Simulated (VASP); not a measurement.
Write the native input for VASP 6.6.1 that does the following.

```yaml
Task: single point
Functional: PBE
Potentials_or_basis: VASP PAW PBE potentials, release 64 (Cu)
Cutoff: 520 eV
k_mesh: 16 × 16 × 9
Occupations: fermi-dirac, width 0.1 eV
Spin: no spin polarisation
Dipole_correction: no
Further_INCAR_settings: ALGO = Normal; EDIFF = 1e-07; NBANDS = 18
```

The structure of Cu lies in POSCAR:

```
Cu
1.0
    2.5999210545      0.0000000000      0.0000000000
   -1.2999605273      2.2515976810      0.0000000000
    0.0000000000      0.0000000000      4.2571252685
Cu
2
Direct
    0.3333333333      0.6666666667      0.2500000000
    0.6666666667      0.3333333333      0.7500000000
```

This cell differs from its parent crystal: volume scaled by 1.04.

These files were run (other wordings do the same):

INCAR

```
  PREC = Accurate
  ENCUT = 520
  EDIFF = 1E-7
  ISMEAR = -1
  SIGMA = 0.1
  LREAL = F
  LASPH = T
  NELM = 80
  ALGO = Normal
  ISIF = 2
  LWAVE = F
  LCHARG = F
  GGA = PE
  NBANDS = 18
```

KPOINTS

```
Automatic mesh
0
Gamma
  16 16 9
```

Potentials or basis: VASP PAW PBE potentials, release 64 (Cu).

The run is started by

```bash
$ cat potpaw_PBE.64/Cu/POTCAR > POTCAR
$ mpirun -np 1 vasp_std > vasp.out
```

Results of the run:

```yaml
Pressure: -4.5 GPa
Band_gap_on_the_k_mesh: zero (band 11 reaches 10.17 eV, above the bottom of band 12 at 5.11 eV)
```

Run time: 33 s on 1 thread of Intel(R) Xeon(R) Platinum 8488C (Sapphire Rapids), with other jobs on the host, peak memory 0.17 GiB.
